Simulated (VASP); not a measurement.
**W: single point with PBEsol**

The system is W.

```
W
1.0
    -1.57732    1.57732    1.57732
     1.57732   -1.57732    1.57732
     1.57732    1.57732   -1.57732
W
1
Direct
  0.00000 0.00000 0.00000
```

```json
{
  "Program": "VASP 6.6.1",
  "Task": "single point",
  "Functional": "PBEsol",
  "Potentials or basis": "VASP PAW PBE potentials, release 64 (W_sv)",
  "Cutoff": "520 eV",
  "k mesh": "14 × 14 × 14",
  "Occupations": "fermi-dirac, width 0.1 eV",
  "Spin": "no spin polarisation"
}
```

```json
{
  "Pressure": "0.7 GPa",
  "Band gap on the k mesh": "zero (bands 7 and 8 overlap by 6.50 eV)"
}
```

Levels at points of the mesh, in eV from the Fermi level:
```
           k point  band 5  band 6  band 7  band 8  band 9  band 10
(0.00, 0.00, 0.00)   -9.78   -1.33   -1.33   -1.33    2.19     2.19
(0.50, 0.00, 0.00)   -6.43   -3.70    0.66    2.09    3.08     6.18
(0.50, 0.50, 0.50)   -6.00   -6.00    5.18    5.18    5.18     8.26
```

Wall time 13 s on 1 thread of Intel(R) Xeon(R) Platinum 8259CL CPU @ 2.50GHz (Skylake/Cascade Lake) (shared host), peak memory 0.14 GiB.

Caveat: the PAW data sets were made with another functional, which shifts forces and pressure a little; spin-orbit coupling is left out, which moves the levels of the heavy elements.
